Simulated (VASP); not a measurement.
Pd: single point with LDA

Pd:

```
Pd
1.0
     0.00000    1.92059    1.92059
     1.92059    0.00000    1.92059
     1.92059    1.92059    0.00000
Pd
1
Direct
  0.00000 0.00000 0.00000
```

- Program: VASP 6.6.1
- Task: single point
- Functional: LDA
- Potentials or basis: VASP PAW LDA potentials, release 64 (Pd)
- Cutoff: 500 eV
- k mesh: 19 × 19 × 19
- Occupations: fermi-dirac, width 0.08 eV
- Spin: no spin polarisation

```yaml
Pressure: 0.3 GPa
Band_gap_on_the_k_mesh: zero (band 5 reaches 10.60 eV, above the bottom of band 6 at 8.92 eV)
```

Levels at points of the mesh, in eV from the Fermi level:
```tsv
k point	band 3	band 4	band 5	band 6	band 7	band 8
(0.00, 0.00, 0.00)	-3.09	-3.09	-1.33	-1.33	17.11	22.06
```

It took 34 s on 1 thread of Intel Xeon 8259CL, with other jobs on the host, peak memory 0.14 GiB.
